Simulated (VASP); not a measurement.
Runs of VASP 6.6.1 on Pt. The structure is that of space group Fd-3m (No. 227), or close to it. The cells are those of the table. This isn't the form of Pt at room conditions, which is fcc.

```tsv
task	cell	k mesh	cutoff (eV)	gap on the mesh (eV)	pressure (GPa)
single point	a = 4.026 Å, angles 60.0°, 2 atoms	11 × 11 × 11	520	none	-0.5
single point	a = 4.026 Å, angles 60.0°, 2 atoms	10 × 10 × 10	520	none	-0.4
single point	a = 4.130 Å, angles 60.0°, 2 atoms	11 × 11 × 11	520	none	-8.7
single point	a = 4.026 Å, angles 60.0°, 2 atoms	16 × 16 × 16	520	none	-0.4
single point	a = 3.971 Å, angles 60.0°, 2 atoms	11 × 11 × 11	520	none	5.5
single point	a = 4.181 Å, angles 60.0°, 2 atoms	11 × 11 × 11	520	none	(b)
relaxation of cell and atoms	relaxed from a = 3.863 Å, angles 60.0°, 2 atoms	10 × 10 × 10	600	none	0.0
single point	a = 4.079 Å, angles 60.0°, 2 atoms	11 × 11 × 11	520	none	(a)
```

Alike in all rows: level PBEsol; potentials or basis VASP PAW PBE potentials, release 64 (Pt); no spin polarisation; smearing fermi-dirac 0.1 eV.

Q: Fill in the values left out.

A: (a) -5.1; (b) -11.4.

Caveats: the PAW data sets were made with another functional, which shifts forces and pressure a little; spin-orbit coupling is left out, which moves the levels of the heavy elements; the cell stands under tension (at least some runs); the cell stands under pressure (at least some runs).

A k mesh can miss the band edges, and the runs leave out spin-orbit coupling on Pt.

A gap of «none» marks levels without a gap at the run's occupations.
